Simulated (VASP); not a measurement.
# BN (ke600): relaxation of cell and atoms with LDA

BN (ke600):

```
B N
1.0
     0.00000    1.78947    1.78947
     1.78947    0.00000    1.78947
     1.78947    1.78947    0.00000
B N
1 1
Direct
  0.00000 0.00000 0.00000
  0.25000 0.25000 0.25000
```

```
Program                : VASP 6.6.1
Task                   : relaxation of cell and atoms
Functional             : LDA
Potentials or basis    : VASP PAW LDA potentials, release 64 (B, N)
Cutoff                 : 600 eV
k mesh                 : 12 × 12 × 12
Occupations            : gaussian, width 0.02 eV
Spin                   : no spin polarisation
Dipole correction      : no
Further INCAR settings : ALGO = Normal; EDIFF = 1e-06; IBRION = 2; EDIFFG = -0.002; NSW = 100; ISIF = 3
```

* Relaxed volume: 5.75 Å³/atom
* Relaxed cell: a = 2.533 Å, b = 2.533 Å, c = 2.533 Å, α = 60.00°, β = 60.00°, γ = 60.00°
* Space group after relaxing (to 0.05 Å): F-43m (No. 216)
* Energy gained by relaxing: 0.1 meV/atom
* Ionic steps: 3
* Pressure after relaxing: 0.0 GPa
* Band gap on the k mesh: 4.38 eV, indirect (least direct gap 8.81 eV)

Step by step:
| step | energy change (eV) | largest force (eV/Å) | pressure (GPa) | volume (Å³) |
| --- | --- | --- | --- | --- |
| 1 | 0.0000 | 0.0000 | 1.31 | 11.46 |
| 2 | 0.0000 | 0.0000 | -1.45 | 11.54 |
| 3 | -0.0001 | 0.0000 | 0.01 | 11.50 |

Final structure:
```yaml
crystal:
  lattice:
    - [0.00000, 1.79135, 1.79135]
    - [1.79135, 0.00000, 1.79135]
    - [1.79135, 1.79135, 0.00000]
  atoms:
    - { symbol: B, position: [0.00000, 0.00000, 0.00000] }
    - { symbol: N, position: [0.25000, 0.25000, 0.25000] }
```

Levels at points of the mesh, in eV from the valence-band top:
| k point | band 1 | band 2 | band 3 | band 4 | band 5 | band 6 | band 7 | band 8 |
| --- | --- | --- | --- | --- | --- | --- | --- | --- |
| (0.00, 0.00, 0.00) | -20.38 | 0.00 | 0.00 | 0.00 | 8.81 | 8.81 | 8.81 | 10.88 |
| (0.50, 0.00, 0.00) | -15.97 | -10.96 | -2.00 | -2.00 | 10.56 | 10.71 | 10.71 | 15.29 |
| (0.50, 0.50, 0.00) | -14.55 | -9.06 | -5.06 | -5.06 | 4.38 | 9.30 | 18.11 | 18.11 |

Run time: 7.2 s on 1 thread of Intel(R) Xeon(R) Platinum 8488C (Sapphire Rapids) (shared host), peak memory 0.12 GiB.

A k mesh can miss the band edges.
